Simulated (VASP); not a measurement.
# Sb (P4/mbm) in VASP: notebook, part 2 of 2

VASP 6.6.1. The steps go on from the part before.

### Step 3. Single point, PBE

This run uses another cell than the first one, of 33.23 Å³/atom, 1.258 times its volume.

The input, INCAR:

```
PREC = Accurate ; ENCUT = 520
EDIFF = 1E-6 ; ISMEAR = 0
SIGMA = 0.1 ; LREAL = F
LASPH = T ; NELM = 100
ALGO = Normal ; ISIF = 2
LWAVE = F ; LCHARG = F
GGA = PE ; NBANDS = 24
```

The input, KPOINTS:

```
regular mesh
0
Gamma
  2 2 6
```

The input, POSCAR:

```
Sb
1.0
    8.0159981610      0.0000000000      0.0000000000
    0.0000000000      8.0159981610      0.0000000000
    0.0000000000      0.0000000000      3.1027834372
Sb
6
Direct
    0.1306867817      0.3693132183      0.0000000000
    0.3693132183      0.8693132183      0.0000000000
    0.8693132183      0.6306867817      0.0000000000
    0.6306867817      0.1306867817      0.0000000000
    0.0000000000      0.0000000000      0.0000000000
    0.5000000000      0.5000000000      0.0000000000
```

Potentials or basis: VASP PAW PBE potentials, release 64 (Sb).

Run with:

```console
$ cat potpaw_PBE.64/Sb/POTCAR > POTCAR
$ mpirun -np 1 vasp_std > vasp.out
```

OUTCAR:

```text
PREC = Accurate
   ENCUT = 520
   EDIFF = 1E-6
   ISMEAR = 0
   LREAL = F
   LASPH = T
   NELM = 100
   ISIF = 2
   GGA = PE

 ion  position               nearest neighbor table
   1  0.131  0.369  0.000-   3 2.96   5 3.14   6 3.14
   2  0.369  0.869  0.000-   4 2.96   5 3.14   6 3.14
   3  0.869  0.631  0.000-   1 2.96   5 3.14   6 3.14
   4  0.631  0.131  0.000-   2 2.96   5 3.14   6 3.14
   5  0.000  0.000  0.000-   1 3.14   2 3.14   3 3.14   4 3.14
   6  0.500  0.500  0.000-   1 3.14   2 3.14   3 3.14   4 3.14

  LATTYP: Found a simple tetragonal cell.
 ALAT       =     8.0159981610
 C/A-ratio  =     0.3870738709

  Lattice vectors:

 A1 = (   8.0159981610,   0.0000000000,   0.0000000000)
 A2 = (   0.0000000000,   8.0159981610,   0.0000000000)
 A3 = (   0.0000000000,   0.0000000000,   3.1027834372)

Analysis of symmetry for initial positions (statically):
=====================================================================
 Subroutine PRICEL returns:
 Original cell was already a primitive cell.

 Routine SETGRP: Setting up the symmetry group for a
 simple tetragonal supercell.

 Subroutine GETGRP returns: Found 16 space group operations
 (whereof  8 operations were pure point group operations)
 out of a pool of 16 trial point group operations.

The static configuration has the point symmetry C_4h.
 The point group associated with its full space group is D_4h.

Analysis of symmetry for dynamics (positions and initial velocities):
=====================================================================
 Subroutine PRICEL returns:
 Original cell was already a primitive cell.

 Routine SETGRP: Setting up the symmetry group for a
 simple tetragonal supercell.

 Subroutine GETGRP returns: Found 16 space group operations
 (whereof  8 operations were pure point group operations)
 out of a pool of 16 trial point group operations.

The dynamic configuration has the point symmetry C_4h.
 The point group associated with its full space group is D_4h.

 Subroutine INISYM returns: Found 16 space group operations
 (whereof  8 operations are pure point group operations),
 and found     1 'primitive' translations

----------------------------------------------------------------------------------------

                                     Primitive cell

  volume of cell :     199.3732

  direct lattice vectors                    reciprocal lattice vectors
     8.015998161  0.000000000  0.000000000     0.124750528  0.000000000  0.000000000
     0.000000000  8.015998161  0.000000000     0.000000000  0.124750528  0.000000000
     0.000000000  0.000000000  3.102783437     0.000000000  0.000000000  0.322291265

  length of vectors
     8.015998161  8.015998161  3.102783437     0.124750528  0.124750528  0.322291265

  position of ions in fractional coordinates (direct lattice)
     0.130686782  0.369313218  0.000000000
     0.369313218  0.869313218  0.000000000
     0.869313218  0.630686782  0.000000000
     0.630686782  0.130686782  0.000000000
     0.000000000  0.000000000  0.000000000
     0.500000000  0.500000000  0.000000000

  ion indices of the primitive-cell ions
   primitive index   ion index
                 1           1
                 2           2
                 3           3
                 4           4
[... 25 lines left out ...]
 ===========================================

 Found     12 irreducible k-points:

 Following reciprocal coordinates:
            Coordinates               Weight
  0.000000  0.000000  0.000000      1.000000
  0.500000  0.000000  0.000000      2.000000
  0.500000  0.500000  0.000000      1.000000
  0.000000  0.000000  0.166667      2.000000
  0.500000  0.000000  0.166667      4.000000
  0.500000  0.500000  0.166667      2.000000
  0.000000  0.000000  0.333333      2.000000
  0.500000  0.000000  0.333333      4.000000
  0.500000  0.500000  0.333333      2.000000
  0.000000  0.000000  0.500000      1.000000
  0.500000  0.000000  0.500000      2.000000
  0.500000  0.500000  0.500000      1.000000
   k-points           NKPTS =     12   k-points in BZ     NKDIM =     12   number of bands    NBANDS=     24
   number of dos      NEDOS =    301   number of ions     NIONS =      6
   total plane-waves  NPLWV =  86400
   dimension x,y,z NGX =    60 NGY =   60 NGZ =   24
   dimension x,y,z NGXF=   120 NGYF=  120 NGZF=   48
   ions per type =               6
   NGX,Y,Z   is equivalent  to a cutoff of  12.44, 12.44, 12.86 a.u.
   NGXF,Y,Z  is equivalent  to a cutoff of  24.89, 24.89, 25.72 a.u.
 SYSTEM =  unknown system
   PREC   = accura    normal or accurate (medium, high low for compatibility)
   ISTART =      0    job   : 0-new  1-cont  2-samecut
   ICHARG =      2    charge: 1-file 2-atom 10-const
   ISPIN  =      1    spin polarized calculation?
   LNONCOLLINEAR =      F non collinear calculations
   LSORBIT =      F    spin-orbit coupling
   LASPH  =      T    aspherical Exc in radial PAW
   ENCUT  =  520.0 eV  38.22 Ry    6.18 a.u.  14.90 14.90  5.77*2*pi/ulx,y,z
   NELM   =    100;   NELMIN=  2; NELMDL= -5     # of ELM steps
   EDIFF  = 0.1E-05   stopping-criterion for ELM
   LREAL  =      F    real-space projection
[... 7 lines left out ...]
   TEBEG  =    0.0;   TEEND  =   0.0 temperature during run
   PSTRESS=    0.0 pullay stress
   NELECT =      30.0000    total number of electrons
   NUPDOWN=      -1.0000    fix difference up-down
   EMIN   =  10.00;   EMAX   =-10.00  energy-range for DOS
   EFERMI =   0.00;   METHOD = LEGACY
   ISMEAR =     0;   SIGMA  =   0.10  broadening in eV -4-tet -1-fermi 0-gaus
   EFERMI_NEDOS =   21; number of points for ismear=-14 and -15
   IALGO  =     38    algorithm
   IMIX   =      4    mixing-type and parameters
     AMIX     =   0.40;   BMIX     =  1.00
     AMIX_MAG =   1.60;   BMIX_MAG =  1.00
  volume/ion in A,a.u.               =      33.23       224.24
  Fermi-wavevector in a.u.,A,eV,Ry     =   0.870749  1.645477 10.315991  0.758204
  Thomas-Fermi vector in A             =   1.989759
   LORBIT       =      0    0 simple, 1 ext, 2 COOP (PROOUT), +10 PAW based schemes
   GGA     = PE    functional components
   LHFCALC =     F    Hartree Fock is set to
   AEXX    =    0.0000 exact exchange contribution
   IVDW    =     0    specifies the selected vdW correction
   LEPSILON=     F    determine dielectric tensor
   LRPA    =     F    only Hartree local field effects (RPA)
 non-spin polarized calculation
 Gauss-broadening in eV      SIGMA  =   0.10
  energy-cutoff  :      520.00
  volume of cell :      199.37
 maximum number of plane-waves:      5388
 NGX is ok and might be reduce to    60
   NGX = 29   NGY = 29   NGZ = 11

 number of electron      29.9999999 magnetization

 Free energy of the ion-electron system (eV)
  ---------------------------------------------------
  ext. energy  EPLUGINS =         0.00000000
  ---------------------------------------------------
  free energy    TOTEN  =       -24.11342930 eV

  energy without entropy =      -24.08750379  energy(sigma->0) =      -24.10046655

 E-fermi :   6.2481     XC(G=0):  -9.0660

 val. band max:        6.2431156703   @ k =   0.5000   0.5000   0.5000
 cond. band min:       6.2731840969   @ k =   0.0000   0.0000   0.3333
 fundamental gap:      0.0300684266
 Fermi energy:         6.2480985589

 k-point     1 :       0.0000    0.0000    0.0000
  band No.  band energies     occupation
      1      -5.9714      2.00000
      2      -4.6868      2.00000
      3      -4.4809      2.00000
      4      -3.5844      2.00000
      5      -3.5844      2.00000
      6      -3.0460      2.00000
[... 313 lines left out ...]
     23       9.6476      0.00000
     24       9.6476      0.00000

------------------------ aborting loop because EDIFF is reached ----------------------------------------

  FORCE on cell =-STRESS in cart. coord.  units (eV):
  Direction    XX          YY          ZZ          XY          YZ          ZX
  --------------------------------------------------------------------------------------
  -------------------------------------------------------------------------------------
  Total        0.1152863      0.1152863      0.3932502      0.0000000      0.0000000      0.0000000
  in kB        0.9264491      0.9264491      3.1601875      0.0000000      0.0000000      0.0000000
  external PRESSURE =       1.6710285 kB  Pullay stress =       0.0000000 kB

 VOLUME and BASIS-vectors are now :
 -----------------------------------------------------------------------------
  energy-cutoff  :      520.00
  volume of cell :      199.37
      direct lattice vectors                 reciprocal lattice vectors
     8.015998161  0.000000000  0.000000000     0.124750528  0.000000000  0.000000000
     0.000000000  8.015998161  0.000000000     0.000000000  0.124750528  0.000000000
     0.000000000  0.000000000  3.102783437     0.000000000  0.000000000  0.322291265

 POSITION                                       TOTAL-FORCE (eV/Angst)
 -----------------------------------------------------------------------------------
      1.04759      2.96041      0.00000         0.004557     -0.004557     -0.000000
      2.96041      6.96841      0.00000        -0.004557     -0.004557     -0.000000
      6.96841      5.05558      0.00000        -0.004557      0.004557      0.000000
      5.05558      1.04759      0.00000         0.004557      0.004557      0.000000
      0.00000      0.00000      0.00000         0.000000      0.000000     -0.000000
      4.00800      4.00800      0.00000         0.000000      0.000000     -0.000000
 -----------------------------------------------------------------------------------
    total drift:                                0.000000      0.000000     -0.000000

  FREE ENERGIE OF THE ION-ELECTRON SYSTEM (eV)
  ---------------------------------------------------
  free  energy   TOTEN  =       -24.1134293013 eV

  energy  without entropy=      -24.0875037903  energy(sigma->0) =      -24.10046655
```

stdout:

```text
POSCAR found type information on POSCAR Sb
 POSCAR found :  1 types and       6 ions
 scaLAPACK will be used
 LDA part: xc-table for (Slater+PW92), standard interpolation
 POSCAR, INCAR and KPOINTS ok, starting setup
 FFT: planning ... GRIDC
 FFT: planning ... GRID_SOFT
 FFT: planning ... GRID
 WAVECAR not read
 entering main loop
```

It took 24 s on 1 thread of Intel Xeon 6975P-C (Granite Rapids), shared host; peak memory 0.27 GiB.

What came out:

```yaml
Free_energy: -24.1134 eV
Pressure: 0.2 GPa
Largest_force: 0.006 eV/Å
Band_gap_on_the_k_mesh: zero (band 15 reaches 7.56 eV, above the bottom of band 16 at 3.92 eV)
```

Forces in eV/Å, atoms in the order of the input:
```
Sb   0.005 -0.005  0.000
Sb  -0.005 -0.005  0.000
Sb  -0.005  0.005  0.000
Sb   0.005  0.005  0.000
Sb   0.000  0.000  0.000
Sb   0.000  0.000  0.000
```

Stress tensor (GPa, compression positive):
```
0.09 0.00 0.00
0.00 0.09 0.00
0.00 0.00 0.32
```

Levels at points of the mesh, in eV from the Fermi level:
| k point | band 13 | band 14 | band 15 | band 16 | band 17 | band 18 |
| --- | --- | --- | --- | --- | --- | --- |
| (0.00, 0.00, 0.00) | -1.19 | -0.16 | 1.32 | 1.32 | 1.98 | 1.98 |
| (0.50, 0.00, 0.00) | 0.06 | 0.06 | 0.80 | 0.80 | 2.57 | 2.57 |
| (0.50, 0.50, 0.00) | 0.04 | 0.04 | 0.55 | 0.55 | 3.43 | 3.43 |
| (0.00, 0.00, 0.50) | -2.85 | -2.85 | -1.80 | -0.33 | 0.77 | 0.77 |
| (0.50, 0.00, 0.50) | -2.50 | -2.50 | -1.46 | -1.46 | -0.29 | -0.29 |
| (0.50, 0.50, 0.50) | -2.33 | -2.33 | -2.33 | -2.33 | 0.00 | 0.00 |

Caveat: the k points lie up to 0.39 Å⁻¹ apart; spin-orbit coupling is left out, which moves the levels of the heavy elements.
